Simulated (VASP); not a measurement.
# Ge (Fd-3m) in VASP: a series of runs

Ge is run at these levels: BLYP+D4; tasks: single point.

Program: VASP 6.6.1. These are calculated values, not measurements. Logs are shortened: lines on timing, memory, paths and dates and some standing lists are left out, and cuts for length are marked.

**1. The cell of the first run**

The structure is cubic, space group Fd-3m (No. 227). The conventional cell has a = 5.581 Å, b = 5.581 Å, c = 5.581 Å, α = 90.00°, β = 90.00°, γ = 90.00°. Within 3.2 Å of Ge (site symmetry -43m) lie 4 Ge at 2.42 Å.

**2. Single point, BLYP+D4**

INCAR

```
SYSTEM = Ge
PREC     = Accurate       ! precision mode
ENCUT    = 520            ! plane-wave cutoff, eV
EDIFF    = 1E-6           ! SCF threshold, eV
ISMEAR   = -1             ! smearing method
SIGMA    = 0.05           ! smearing width, eV
LREAL    = .FALSE.        ! projectors in reciprocal space
LASPH    = .TRUE.         ! aspherical terms in the spheres
NELM     = 100            ! most SCF steps
ALGO     = Normal         ! electronic algorithm
ISIF     = 2              ! what is computed and relaxed
LWAVE    = .FALSE.        ! write WAVECAR
LCHARG   = .TRUE.         ! write CHGCAR
GGA      = B5             ! functional
ALDAX    = 1.0          
AGGAX    = 1.0          
AGGAC    = 1.0          
ALDAC    = 0.0          
IVDW     = 13             ! dispersion correction
VDW_S6   = 1.0          
VDW_S8   = 2.34076671   
VDW_A1   = 0.44488865   
VDW_A2   = 4.0933009    
LELF     = .TRUE.         ! ELF
LVHAR    = .TRUE.       
NBANDS   = 21             ! bands
```

KPOINTS

```
regular mesh
0
G
  8 8 8
  0 0 0
```

POSCAR

```
Ge
1.0
    0.0000000000      2.7906767997      2.7906767997
    2.7906767997      0.0000000000      2.7906767997
    2.7906767997      2.7906767997      0.0000000000
Ge
2
Direct
    0.7500000000      0.7500000000      0.7500000000
    0.5000000000      0.5000000000      0.5000000000
```

Potentials or basis: VASP PAW PBE potentials, release 64 (Ge_d).

On the command line:

```
$ cat potpaw_PBE.64/Ge_d/POTCAR > POTCAR
$ mpirun -np 1 vasp_std > vasp.out
```

OUTCAR:

```text
SYSTEM = Ge
   PREC = Accurate
   ENCUT = 520
   EDIFF = 1E-6
   ISMEAR = -1
   LREAL = .FALSE.
   LASPH = .TRUE.
   NELM = 100
   ISIF = 2
   GGA = B5
   IVDW = 13

 ion  position               nearest neighbor table
   1  0.750  0.750  0.750-   2 2.42   2 2.42   2 2.42   2 2.42
   2  0.500  0.500  0.500-   1 2.42   1 2.42   1 2.42   1 2.42

  LATTYP: Found a face centered cubic cell.
 ALAT       =     5.5813535994

  Lattice vectors:

 A1 = (   0.0000000000,   2.7906767997,   2.7906767997)
 A2 = (   2.7906767997,   0.0000000000,   2.7906767997)
 A3 = (   2.7906767997,   2.7906767997,   0.0000000000)

Analysis of symmetry for initial positions (statically):
=====================================================================
 Subroutine PRICEL returns:
 Original cell was already a primitive cell.

 Routine SETGRP: Setting up the symmetry group for a
 face centered cubic supercell.

 Subroutine GETGRP returns: Found 48 space group operations
 (whereof 24 operations were pure point group operations)
 out of a pool of 48 trial point group operations.

The static configuration has the point symmetry T_d .
 The point group associated with its full space group is O_h .

Analysis of symmetry for dynamics (positions and initial velocities):
=====================================================================
 Subroutine PRICEL returns:
 Original cell was already a primitive cell.

 Routine SETGRP: Setting up the symmetry group for a
 face centered cubic supercell.

 Subroutine GETGRP returns: Found 48 space group operations
 (whereof 24 operations were pure point group operations)
 out of a pool of 48 trial point group operations.

The dynamic configuration has the point symmetry T_d .
 The point group associated with its full space group is O_h .

 Subroutine INISYM returns: Found 48 space group operations
 (whereof 24 operations are pure point group operations),
 and found     1 'primitive' translations

----------------------------------------------------------------------------------------

                                     Primitive cell

  volume of cell :      43.4669

  direct lattice vectors                    reciprocal lattice vectors
     0.000000000  2.790676800  2.790676800    -0.179168007  0.179168007  0.179168007
     2.790676800  0.000000000  2.790676800     0.179168007 -0.179168007  0.179168007
     2.790676800  2.790676800  0.000000000     0.179168007  0.179168007 -0.179168007

  length of vectors
     3.946612978  3.946612978  3.946612978     0.310328091  0.310328091  0.310328091

  position of ions in fractional coordinates (direct lattice)
     0.750000000  0.750000000  0.750000000
     0.500000000  0.500000000  0.500000000

  ion indices of the primitive-cell ions
   primitive index   ion index
                 1           1
                 2           2

----------------------------------------------------------------------------------------

 KPOINTS: regular mesh

Automatic generation of k-mesh.
 Grid dimensions read from file:
 generate k-points for:    8    8    8

 Generating k-lattice:

  Cartesian coordinates                     Fractional coordinates (reciprocal lattice)
    -0.022396001  0.022396001  0.022396001     0.125000000  0.000000000  0.000000000
     0.022396001 -0.022396001  0.022396001     0.000000000  0.125000000  0.000000000
     0.022396001  0.022396001 -0.022396001     0.000000000  0.000000000  0.125000000

  Length of vectors
     0.038791011  0.038791011  0.038791011

  Shift w.r.t. Gamma in fractional coordinates (k-lattice)
     0.000000000  0.000000000  0.000000000

 Subroutine IBZKPT returns following result:
 ===========================================

 Found     29 irreducible k-points:

 Following reciprocal coordinates:
            Coordinates               Weight
  0.000000  0.000000  0.000000      1.000000
  0.125000  0.000000  0.000000      8.000000
  0.250000  0.000000  0.000000      8.000000
  0.375000  0.000000  0.000000      8.000000
  0.500000  0.000000  0.000000      4.000000
  0.125000  0.125000  0.000000      6.000000
[... 16 lines left out ...]
  0.500000  0.250000  0.125000     48.000000
 -0.375000  0.250000  0.125000     24.000000
 [... further k-points ...]
   k-points           NKPTS =     29   k-points in BZ     NKDIM =     29   number of bands    NBANDS=     21
   number of dos      NEDOS =    301   number of ions     NIONS =      2
   total plane-waves  NPLWV =  27000
   dimension x,y,z NGX =    30 NGY =   30 NGZ =   30
   dimension x,y,z NGXF=    60 NGYF=   60 NGZF=   60
   ions per type =               2
   NGX,Y,Z   is equivalent  to a cutoff of  12.64, 12.64, 12.64 a.u.
   NGXF,Y,Z  is equivalent  to a cutoff of  25.27, 25.27, 25.27 a.u.
 SYSTEM =  Ge
   PREC   = accura    normal or accurate (medium, high low for compatibility)
   ISTART =      0    job   : 0-new  1-cont  2-samecut
   ICHARG =      2    charge: 1-file 2-atom 10-const
   ISPIN  =      1    spin polarized calculation?
   LNONCOLLINEAR =      F non collinear calculations
   LSORBIT =      F    spin-orbit coupling
   LASPH  =      T    aspherical Exc in radial PAW
   ENCUT  =  520.0 eV  38.22 Ry    6.18 a.u.   7.34  7.34  7.34*2*pi/ulx,y,z
   NELM   =    100;   NELMIN=  2; NELMDL= -5     # of ELM steps
   EDIFF  = 0.1E-05   stopping-criterion for ELM
   LREAL  =      F    real-space projection
   EDIFFG = 0.1E-04   stopping-criterion for IOM
   NSW    =      0    number of steps for IOM
   IBRION =     -1    ionic relax: 0-MD 1-quasi-New 2-CG
   NFREE  =      0    steps in history (QN), initial steepest desc. (CG)
   ISIF   =      2    stress and relaxation
   ISYM   =      2    0-nonsym 1-usesym 2-fastsym
   POTIM  = 0.5000    time-step for ionic-motion
   TEBEG  =    0.0;   TEEND  =   0.0 temperature during run
   PSTRESS=    0.0 pullay stress
   NELECT =      28.0000    total number of electrons
   NUPDOWN=      -1.0000    fix difference up-down
   EMIN   =  10.00;   EMAX   =-10.00  energy-range for DOS
   EFERMI =   0.00;   METHOD = LEGACY
   ISMEAR =    -1;   SIGMA  =   0.05  broadening in eV -4-tet -1-fermi 0-gaus
   EFERMI_NEDOS =   21; number of points for ismear=-14 and -15
   IALGO  =     38    algorithm
   IMIX   =      4    mixing-type and parameters
     AMIX     =   0.40;   BMIX     =  1.00
     AMIX_MAG =   1.60;   BMIX_MAG =  1.00
  volume/ion in A,a.u.               =      21.73       146.66
  Fermi-wavevector in a.u.,A,eV,Ry     =   1.413865  2.671818 27.198243  1.999014
  Thomas-Fermi vector in A             =   2.535467
   LORBIT       =      0    0 simple, 1 ext, 2 COOP (PROOUT), +10 PAW based schemes
   GGA     = B5    functional components
   LHFCALC =     F    Hartree Fock is set to
   AEXX    =    0.0000 exact exchange contribution
   IVDW    =    13    specifies the selected vdW correction
   LEPSILON=     F    determine dielectric tensor
   LRPA    =     F    only Hartree local field effects (RPA)
 non-spin polarized calculation
  energy-cutoff  :      520.00
  volume of cell :       43.47
 maximum number of plane-waves:      1211
 NGX is ok and might be reduce to    30
   NGX = 15   NGY = 15   NGZ = 15

 number of electron      28.0000021 magnetization

 Free energy of the ion-electron system (eV)
  ---------------------------------------------------
  ext. energy  EPLUGINS =         0.00000000
  ---------------------------------------------------
  free energy    TOTEN  =        -7.44834379 eV

  energy without entropy =       -7.44795370  energy(sigma->0) =       -7.44814874

 E-fermi :   5.9446     XC(G=0):  -9.5418

 val. band max:        5.8304697923   @ k =   0.0000   0.0000   0.0000
 cond. band min:       6.0302265717   @ k =   0.0000   0.0000   0.0000
 fundamental gap:      0.1997567794
 Fermi energy:         5.9446421878

 k-point     1 :       0.0000    0.0000    0.0000
  band No.  band energies     occupation
      1     -19.0384      2.00000
      2     -19.0384      2.00000
      3     -19.0384      2.00000
      4     -18.9972      2.00000
      5     -18.9972      2.00000
      6     -18.7624      2.00000
[... 13 lines left out ...]
     20      15.5928      0.00000
     21      15.5928      0.00000

 k-point     2 :       0.1250    0.0000    0.0000
  band No.  band energies     occupation
      1     -19.0475      2.00000
      2     -19.0475      2.00000
      3     -19.0357      2.00000
      4     -18.9844      2.00000
      5     -18.9844      2.00000
      6     -18.7744      2.00000
[... 13 lines left out ...]
     20      14.6753      0.00000
     21      14.6753      0.00000

 k-point     3 :       0.2500    0.0000    0.0000
  band No.  band energies     occupation
      1     -19.0588      2.00000
      2     -19.0588      2.00000
      3     -19.0290      2.00000
      4     -18.9651      2.00000
      5     -18.9651      2.00000
      6     -18.7890      2.00000
[... 13 lines left out ...]
     20      14.4225      0.00000
     21      14.4225      0.00000

 k-point     4 :       0.3750    0.0000    0.0000
  band No.  band energies     occupation
      1     -19.0643      2.00000
      2     -19.0643      2.00000
      3     -19.0220      2.00000
      4     -18.9534      2.00000
      5     -18.9534      2.00000
      6     -18.7964      2.00000
[... 13 lines left out ...]
     20      15.6248      0.00000
     21      15.6248      0.00000

 k-point     5 :       0.5000    0.0000    0.0000
  band No.  band energies     occupation
      1     -19.0656      2.00000
      2     -19.0656      2.00000
      3     -19.0191      2.00000
      4     -18.9503      2.00000
      5     -18.9503      2.00000
      6     -18.7979      2.00000
[... 13 lines left out ...]
     20      17.3272      0.00000
     21      17.3863      0.00000
[... 382 lines left out ...]
     20      17.8842      0.00000
     21      19.0702      0.00000

 k-point    22 :       0.3750    0.2500    0.1250
  band No.  band energies     occupation
      1     -19.0705      2.00000
      2     -19.0676      2.00000
      3     -19.0199      2.00000
      4     -18.9564      2.00000
      5     -18.9243      2.00000
      6     -18.8475      2.00000
[... 13 lines left out ...]
     20      16.3513      0.00000
     21      16.5698      0.00000

 k-point    23 :       0.5000    0.2500    0.1250
  band No.  band energies     occupation
      1     -19.0837      2.00000
      2     -19.0749      2.00000
      3     -18.9957      2.00000
      4     -18.9397      2.00000
      5     -18.9100      2.00000
      6     -18.8569      2.00000
[... 13 lines left out ...]
     20      15.8519      0.00000
     21      17.7735      0.00000

 k-point    24 :      -0.3750    0.2500    0.1250
  band No.  band energies     occupation
      1     -19.0896      2.00000
      2     -19.0764      2.00000
      3     -18.9847      2.00000
      4     -18.9274      2.00000
      5     -18.9117      2.00000
      6     -18.8512      2.00000
[... 13 lines left out ...]
     20      17.1806      0.00000
     21      17.6729      0.00000

 [... further k-points ...]

------------------------ aborting loop because EDIFF is reached ----------------------------------------

  DFT-D4 for vdW energy calculation

  Edisp (eV):   -1.29492

  FORCE on cell =-STRESS in cart. coord.  units (eV):
  Direction    XX          YY          ZZ          XY          YZ          ZX
  --------------------------------------------------------------------------------------
  -------------------------------------------------------------------------------------
  Total       1.68285     1.68285     1.68285     0.00000     0.00000     0.00000
  in kB      62.02942    62.02942    62.02942     0.00000     0.00000     0.00000
  external pressure =       62.03 kB  Pullay stress =        0.00 kB

 VOLUME and BASIS-vectors are now :
 -----------------------------------------------------------------------------
  energy-cutoff  :      520.00
  volume of cell :       43.47
      direct lattice vectors                 reciprocal lattice vectors
     0.000000000  2.790676800  2.790676800    -0.179168007  0.179168007  0.179168007
     2.790676800  0.000000000  2.790676800     0.179168007 -0.179168007  0.179168007
     2.790676800  2.790676800  0.000000000     0.179168007  0.179168007 -0.179168007

 POSITION                                       TOTAL-FORCE (eV/Angst)
 -----------------------------------------------------------------------------------
      4.18602      4.18602      4.18602        -0.000000     -0.000000     -0.000000
      2.79068      2.79068      2.79068         0.000000      0.000000      0.000000
 -----------------------------------------------------------------------------------
    total drift:                                0.000000     -0.000000     -0.000000

  FREE ENERGIE OF THE ION-ELECTRON SYSTEM (eV)
  ---------------------------------------------------
  free  energy   TOTEN  =        -8.7432632308 eV

  energy  without entropy=       -8.7428731379  energy(sigma->0) =       -8.74306818
```

Wall time 26 s (1 thread of AMD EPYC 9R45 (Zen 5), shared host); peak memory 0.14 GiB.

Results:

```
Free energy                : -8.7433 eV
Pressure                   : 6.2 GPa
Band gap on the k mesh     : 0.20 eV
Dispersion energy per atom : -0.647 eV
```

Levels at points of the mesh, in eV from the valence-band top:
```csv
k point,band 12,band 13,band 14,band 15,band 16,band 17
"(0.00, 0.00, 0.00)",0.00,0.00,0.00,0.20,2.59,2.59
"(0.50, 0.00, 0.00)",-7.78,-1.46,-1.46,0.29,3.85,3.85
"(0.50, 0.50, 0.00)",-9.09,-3.18,-3.18,0.84,0.84,9.76
```

Caveat: the cell stands under pressure; the PAW data sets were made with another functional, which shifts forces and pressure a little.

(Continued in part 2 of 2.)
